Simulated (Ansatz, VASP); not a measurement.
**One calculation of SnO, two programs**

```xyz
4
Lattice="3.8238 0.0000 0.0000 0.0000 3.8238 0.0000 0.0000 0.0000 4.8729" Properties=species:S:1:pos:R:3 pbc="T T T"
Sn    1.9119    0.0000    1.1664
Sn    0.0000    1.9119    3.7065
O     0.0000    0.0000    0.0000
O     1.9119    1.9119    0.0000
```

Change from the starting cell: volume scaled by 1.02, ions relaxed.

Alike in both runs: functional PBE; k mesh 12 × 12 × 10; occupations fermi-dirac, width 0.05 eV; no spin polarisation.

Ansatz relaxed the structure, and its values are those at the end. VASP's run is a single point on that final structure, the one shown.

|  | VASP | Ansatz |
| --- | --- | --- |
| version | VASP 6.6.1 | Ansatz 0.2.0 |
| potentials or method | VASP PAW PBE potentials, release 64 (Sn_d, O) | plane-wave PAW, scalar-relativistic |
| plane-wave cutoff (eV) | 520 | 420 |
| valence electrons in the cell | 40 | 40 |

Ansatz gave:

- pressure (GPa): 2.1
- rms of the force components (eV/Å): 0.001

Q: Which values does VASP return?

A: Pressure (GPa): 2.3; rms of the force components (eV/Å): 0.034.

Ansatz's warnings: stress scf threshold loose.
